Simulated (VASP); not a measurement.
# TiCo3 (Pm-3m) in VASP: a series of runs, part 2 of 2

VASP 6.6.1. The steps go on from the part before.

### 3 Single point, r2SCAN, collinear spin, ferrimagnetic start

This run uses another cell than the first one, of 11.80 Å³/atom.

Contents of POSCAR:

```
TiCo3
1.0
    3.6140000000      0.0000000000      0.0000000000
    0.0000000000      3.6140000000      0.0000000000
    0.0000000000      0.0000000000      3.6140000000
Ti Co
1 3
Direct
    0.0000000000      0.0000000000      0.0000000000
    0.0000000000      0.5000000000      0.5000000000
    0.5000000000      0.0000000000      0.5000000000
    0.5000000000      0.5000000000      0.0000000000
```

Contents of INCAR.step1:

```
SYSTEM = TiCo3
PREC     = Accurate       ! precision mode
ENCUT    = 520            ! plane-wave cutoff, eV
ISMEAR   = 0              ! smearing method
SIGMA    = 0.4            ! smearing width, eV
LREAL    = .FALSE.        ! projectors in reciprocal space
LASPH    = .TRUE.         ! aspherical terms in the spheres
NELM     = 150            ! most SCF steps
ISPIN    = 2              ! spin polarisation
MAGMOM   = -0.74 1.48 1.48 1.48 ! initial moments
LMAXMIX  = 4              ! l up to which the mixer works
NBANDS   = 32             ! bands
GGA      = PE             ! functional
ALGO     = Normal         ! electronic algorithm
EDIFF    = 1E-4           ! SCF threshold, eV
LWAVE    = .TRUE.         ! write WAVECAR
LCHARG   = .FALSE.        ! write CHGCAR
```

Contents of INCAR.step2:

```
SYSTEM = TiCo3
PREC     = Accurate       ! precision mode
ENCUT    = 520            ! plane-wave cutoff, eV
EDIFF    = 1E-7           ! SCF threshold, eV
ISMEAR   = 0              ! smearing method
SIGMA    = 0.4            ! smearing width, eV
LREAL    = .FALSE.        ! projectors in reciprocal space
LASPH    = .TRUE.         ! aspherical terms in the spheres
NELM     = 150            ! most SCF steps
ALGO     = Normal         ! electronic algorithm
ISIF     = 2              ! what is computed and relaxed
LWAVE    = .FALSE.        ! write WAVECAR
LCHARG   = .TRUE.         ! write CHGCAR
ISPIN    = 2              ! spin polarisation
MAGMOM   = -0.74 1.48 1.48 1.48 ! initial moments
LORBIT   = 11             ! projections on sites
LMAXMIX  = 4              ! l up to which the mixer works
METAGGA  = R2SCAN         ! meta-GGA
LMIXTAU  = .TRUE.       
LELF     = .TRUE.         ! ELF
LVHAR    = .TRUE.       
NBANDS   = 32             ! bands
ISTART   = 1
```

Contents of KPOINTS:

```
regular mesh
0
G
  6 6 6
  0 0 0
```

Potentials or basis: VASP PAW PBE potentials, release 64 (Ti_sv, Co).

Run with:

```bash
$ cat potpaw_PBE.64/Ti_sv/POTCAR potpaw_PBE.64/Co/POTCAR > POTCAR
$ cp INCAR.step1 INCAR
$ mpirun -np 1 vasp_std > vasp.out
$ cp INCAR.step2 INCAR
$ mpirun -np 1 vasp_std > vasp.out
```

Wall time 4.2 min (1 thread of AMD EPYC 7R13 (Zen 3), shared host); peak memory 0.18 GiB.

It converged, with:

```yaml
Free_energy: -53.4533 eV
Pressure: -4.0 GPa
Net_moment: 2.75 μB per cell
Site_moments: Ti -0.73; Co +1.28 μB
Valence_electrons_inside_the_program's_atomic_spheres: Ti 10.34; Co 8.33
```

Levels at points of the mesh, in eV from the Fermi level:
Spin up:
| k point | band 18 | band 19 | band 20 | band 21 | band 22 | band 23 | band 24 | band 25 |
| --- | --- | --- | --- | --- | --- | --- | --- | --- |
| (0.00, 0.00, 0.00) | -0.75 | -0.75 | -0.75 | 1.89 | 1.89 | 2.95 | 2.95 | 2.95 |
| (0.50, 0.00, 0.00) | -1.85 | -1.85 | -1.61 | -0.75 | 0.99 | 0.99 | 1.33 | 2.54 |
| (0.50, 0.50, 0.00) | -2.38 | -1.70 | -1.65 | -1.65 | 0.94 | 0.94 | 1.53 | 1.53 |
| (0.50, 0.50, 0.50) | -1.07 | -1.07 | -0.48 | 0.44 | 0.44 | 0.44 | 1.42 | 1.42 |
Spin down:
| k point | band 14 | band 15 | band 16 | band 17 | band 18 | band 19 | band 20 | band 21 | band 22 | band 23 |
| --- | --- | --- | --- | --- | --- | --- | --- | --- | --- | --- |
| (0.00, 0.00, 0.00) | -1.20 | 0.58 | 0.58 | 1.10 | 1.10 | 1.10 | 1.41 | 2.56 | 2.56 | 2.56 |
| (0.50, 0.00, 0.00) | -2.14 | -0.47 | -0.47 | -0.47 | -0.27 | 0.22 | 0.82 | 0.82 | 0.82 | 1.10 |
| (0.50, 0.50, 0.00) | -1.59 | -1.59 | -1.43 | -0.52 | -0.17 | -0.17 | -0.04 | 0.03 | 1.31 | 1.31 |
| (0.50, 0.50, 0.50) | -0.85 | -0.85 | -0.85 | -0.75 | -0.19 | -0.19 | -0.19 | 1.13 | 1.13 | 1.13 |

Caveat: the cell stands under tension; so wide a smearing shifts energies and pressures; the PAW data sets were made with another functional, which shifts forces and pressure a little.

### 4 Single point, r2SCAN, collinear spin, ferrimagnetic start

This run uses another cell than the first one, of 11.80 Å³/atom.

POSCAR is that of step 3.

Contents of INCAR.step1:

```
PREC = Accurate
ENCUT = 520
ISMEAR = 0
SIGMA = 0.1
LREAL = False
LASPH = True
NELM = 150
ISPIN = 2
MAGMOM = -0.74 1.48 1.48 1.48
LMAXMIX = 4
NBANDS = 32
GGA = PE
ALGO = Normal
EDIFF = 1E-4
LWAVE = True
LCHARG = False
```

Contents of INCAR.step2:

```
PREC = Accurate
ENCUT = 520
EDIFF = 1E-6
ISMEAR = 0
SIGMA = 0.1
LREAL = False
LASPH = True
NELM = 150
ALGO = Normal
ISIF = 2
LWAVE = False
LCHARG = False
ISPIN = 2
MAGMOM = -0.74 1.48 1.48 1.48
LORBIT = 11
LMAXMIX = 4
METAGGA = R2SCAN
LMIXTAU = True
NBANDS = 32
ISTART = 1
```

Contents of KPOINTS:

```
regular mesh
0
Gamma
  8 8 8
```

Run with:

```bash
$ cat potpaw_PBE.64/Ti_sv/POTCAR potpaw_PBE.64/Co/POTCAR > POTCAR
$ cp INCAR.step1 INCAR
$ mpirun -np 1 vasp_std > vasp.out
$ cp INCAR.step2 INCAR
$ mpirun -np 1 vasp_std > vasp.out
```

Run time: 6.4 min. Hardware: 1 thread of AMD EPYC 7R13 (Zen 3), shared host; peak memory 0.21 GiB.

Results (log left out):

```yaml
Free_energy: -53.3247 eV
Pressure: -3.7 GPa
Net_moment: 2.89 μB per cell
Site_moments: Ti -0.73; Co +1.32 μB
Valence_electrons_inside_the_program's_atomic_spheres: Ti 10.34; Co 8.33
```

Levels at points of the mesh, in eV from the Fermi level:
Spin up:
```
           k point  band 17  band 18  band 19  band 20  band 21  band 22  band 23  band 24  band 25  band 26
(0.00, 0.00, 0.00)    -1.43    -0.83    -0.83    -0.83     1.84     1.84     2.89     2.89     2.89     3.24
(0.50, 0.00, 0.00)    -2.23    -1.92    -1.92    -1.75    -0.83     0.96     0.96     1.29     2.53     3.14
(0.50, 0.50, 0.00)    -2.52    -2.52    -1.78    -1.72    -1.68     0.87     0.87     1.51     1.51     2.42
(0.50, 0.50, 0.50)    -1.16    -1.16    -1.16    -0.55     0.41     0.41     0.41     1.37     1.37     1.37
```
Spin down:
| k point | band 14 | band 15 | band 16 | band 17 | band 18 | band 19 | band 20 | band 21 | band 22 | band 23 |
| --- | --- | --- | --- | --- | --- | --- | --- | --- | --- | --- |
| (0.00, 0.00, 0.00) | -1.27 | 0.61 | 0.61 | 1.00 | 1.00 | 1.00 | 1.43 | 2.55 | 2.55 | 2.55 |
| (0.50, 0.00, 0.00) | -2.19 | -0.55 | -0.55 | -0.46 | -0.24 | 0.24 | 0.78 | 0.78 | 0.85 | 1.00 |
| (0.50, 0.50, 0.00) | -1.61 | -1.61 | -1.41 | -0.58 | -0.14 | -0.14 | -0.07 | -0.02 | 1.27 | 1.27 |
| (0.50, 0.50, 0.50) | -0.84 | -0.84 | -0.84 | -0.79 | -0.22 | -0.22 | -0.22 | 1.09 | 1.09 | 1.09 |

Caveat: the cell stands under tension; the PAW data sets were made with another functional, which shifts forces and pressure a little.

### 5 Single point, r2SCAN, collinear spin, ferrimagnetic start

This run uses another cell than the first one, of 11.80 Å³/atom.

POSCAR is that of step 4.

Contents of INCAR.step1:

```
SYSTEM = TiCo3
  PREC = Accurate
  ENCUT = 520
  ISMEAR = 0
  SIGMA = 0.1
  LREAL = .False.
  LASPH = .True.
  NELM = 150
  ISPIN = 2
  MAGMOM = -0.74 1.48 1.48 1.48
  LMAXMIX = 4
  NBANDS = 32
  GGA = PE
  ALGO = Normal
  EDIFF = 1E-4
  LWAVE = .True.
  LCHARG = .False.
```

Contents of INCAR.step2:

```
SYSTEM = TiCo3
  PREC = Accurate
  ENCUT = 520
  EDIFF = 1E-6
  ISMEAR = 0
  SIGMA = 0.1
  LREAL = .False.
  LASPH = .True.
  NELM = 150
  ALGO = Normal
  ISIF = 2
  LWAVE = .False.
  LCHARG = .False.
  ISPIN = 2
  MAGMOM = -0.74 1.48 1.48 1.48
  LORBIT = 11
  LMAXMIX = 4
  METAGGA = R2SCAN
  LMIXTAU = .True.
  NBANDS = 32
  ISTART = 1
```

Contents of KPOINTS:

```
Automatic mesh
0
Gamma
  8 8 8
  0.5 0.5 0.5
```

Run with:

```bash
$ cat potpaw_PBE.64/Ti_sv/POTCAR potpaw_PBE.64/Co/POTCAR > POTCAR
$ cp INCAR.step1 INCAR
$ mpirun -np 1 vasp_std > vasp.out
$ cp INCAR.step2 INCAR
$ mpirun -np 1 vasp_std > vasp.out
```

Run time: 3.9 min. Hardware: 1 thread of AMD EPYC 7R13 (Zen 3), shared host; peak memory 0.18 GiB.

It converged, with:

* Free energy: -53.3263 eV
* Pressure: -4.1 GPa
* Net moment: 2.72 μB per cell
* Site moments: Ti -0.77; Co +1.29 μB
* Valence electrons inside the program's atomic spheres: Ti 10.34; Co 8.33

Levels at points of the mesh, in eV from the Fermi level:
Spin up:
```csv
k point,band 17,band 18,band 19,band 20,band 21,band 22,band 23,band 24,band 25,band 26
"(0.06, 0.06, 0.06)",-1.45,-0.98,-0.98,-0.84,1.63,1.63,2.01,2.70,2.70,3.64
```
Spin down:
```
           k point  band 15  band 16  band 17  band 18  band 19  band 20  band 21  band 22
(0.06, 0.06, 0.06)     0.57     0.57     0.61     0.61     0.95     1.35     1.59     2.25
```

Caveat: the cell stands under tension; the PAW data sets were made with another functional, which shifts forces and pressure a little.

### 6 Summary

| cell | k mesh | smearing | gap on the mesh (eV) | pressure (GPa) | moment (μB) |
| --- | --- | --- | --- | --- | --- |
| a = 3.587 Å, 4 atoms | 12 × 12 × 12 | gaussian 0.1 eV | none | -8.2 | 0.00 |
| a = 3.614 Å, 4 atoms | 6 × 6 × 6 | gaussian 0.4 eV | none | -4.0 | 2.75 |
| a = 3.614 Å, 4 atoms | 8 × 8 × 8 | gaussian 0.1 eV | none | -3.7 | 2.89 |
| a = 3.614 Å, 4 atoms | 8 × 8 × 8, shifted | gaussian 0.1 eV | none | -4.1 | 2.72 |

Alike in all rows: task single point; level r2SCAN; potentials or basis VASP PAW PBE potentials, release 64 (Ti_sv, Co); spin collinear, ferrimagnetic start; cutoff (eV) 520.

Caveats: the cell stands under tension; the PAW data sets were made with another functional, which shifts forces and pressure a little; so wide a smearing shifts energies and pressures (at least some runs).

Absolute energies hang on the potentials; compare differences alone.
